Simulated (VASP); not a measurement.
Wanted: the native input for a VASP 6.6.1 run.

| Quantity | Value |
| --- | --- |
| Task | single point |
| Functional | LDA |
| Potentials or basis | VASP PAW LDA potentials, release 64 (Hg, Te) |
| Cutoff | 500 eV |
| k mesh | 6 × 6 × 6 |
| Occupations | gaussian, width 0.05 eV |
| Spin | no spin polarisation |
| Dipole correction | no |
| Further INCAR settings | ALGO = Normal; EDIFF = 1e-06; NBANDS = 16 |

The structure of HgTe lies in POSCAR:

```
HgTe
1.0
    3.6512604090      0.0000000000      0.0000000000
    0.0000000000      3.6512604090      0.0000000000
    0.0000000000      0.0000000000      3.6512604090
Hg Te
1 1
Direct
    0.0000000000      0.0000000000      0.0000000000
    0.5000000000      0.5000000000      0.5000000000
```

These files were run (other wordings do the same):

INCAR

```
  PREC = Accurate
  ENCUT = 500
  EDIFF = 1E-6
  ISMEAR = 0
  SIGMA = 0.05
  LREAL = False
  LASPH = True
  NELM = 120
  ALGO = Normal
  ISIF = 2
  LWAVE = False
  LCHARG = False
  NBANDS = 16
  GGA_COMPAT = False
```

KPOINTS

```
Automatic mesh
0
Gamma
  6 6 6
```

Potentials or basis: VASP PAW LDA potentials, release 64 (Hg, Te).

The run is started by

```bash
$ cat potpaw_LDA.64/Hg/POTCAR potpaw_LDA.64/Te/POTCAR > POTCAR
$ mpirun -np 1 vasp_std > vasp.out
```

Results of the run:

```yaml
Pressure: 2.0 GPa
Band_gap_on_the_k_mesh: zero (band 9 reaches 6.88 eV, above the bottom of band 10 at 4.83 eV)
```

Caveat: spin-orbit coupling is left out, which moves the levels of the heavy elements.

It took 6.4 s on 1 thread of Intel(R) Xeon(R) Platinum 8559C (Emerald Rapids), with other jobs on the host, peak memory 0.14 GiB.
